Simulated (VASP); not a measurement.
Write the native input for VASP 6.6.1 that does the following.

```yaml
Task: single point
Functional: PBE
Potentials_or_basis: VASP PAW PBE potentials, release 64 (W_sv, S)
Cutoff: 520 eV
k_mesh: 10 × 10 × 1
Occupations: gaussian, width 0.1 eV
Spin: no spin polarisation
Dipole_correction: yes
Further_INCAR_settings: ALGO = Normal; EDIFF = 1e-07; NBANDS = 32
```

The structure of W3S lies in POSCAR:

```
W3S
1.0
    2.7571643582      0.0000000000      0.0000000000
   -0.9190547861      2.5994794860      0.0000000000
    0.0000000000      0.0000000000     19.8562161274
W S
3 1
Direct
    0.5000000000      0.5000000000      0.2014482505
    0.0000000000      0.0000000000      0.3111437109
    0.5000000000      0.5000000000      0.4208362799
    0.5000000000      0.6666666667      0.5381240704
```

These files were run (other wordings do the same):

INCAR

```
SYSTEM = W3S
  ALGO = Normal
  DIPOL = 0.5 0.5 0.368
  EDIFF = 1E-7
  ENCUT = 520
  GGA = PE
  IDIPOL = 3
  ISIF = 2
  ISMEAR = 0
  LASPH = .TRUE.
  LCHARG = .TRUE.
  LDIPOL = .TRUE.
  LELF = .TRUE.
  LREAL = .FALSE.
  LVACPOTAV = .TRUE.
  LVHAR = .TRUE.
  LWAVE = .FALSE.
  NBANDS = 32
  NELM = 100
  PREC = Accurate
  SIGMA = 0.1
```

KPOINTS

```
k-points
0
G
  10 10 1
  0 0 0
```

Potentials or basis: VASP PAW PBE potentials, release 64 (W_sv, S).

Launch:

```bash
$ cat potpaw_PBE.64/W_sv/POTCAR potpaw_PBE.64/S/POTCAR > POTCAR
$ mpirun -np 1 vasp_std > vasp.out
```

It gave:

* Largest force: 0.786 eV/Å
* Band gap on the k mesh: zero (bands 24 and 25 overlap by 1.73 eV)

Caveat: spin-orbit coupling is left out, which moves the levels of the heavy elements.

It took 9.2 min on 1 thread of Intel Xeon 8259CL, with other jobs on the host, peak memory 0.39 GiB.
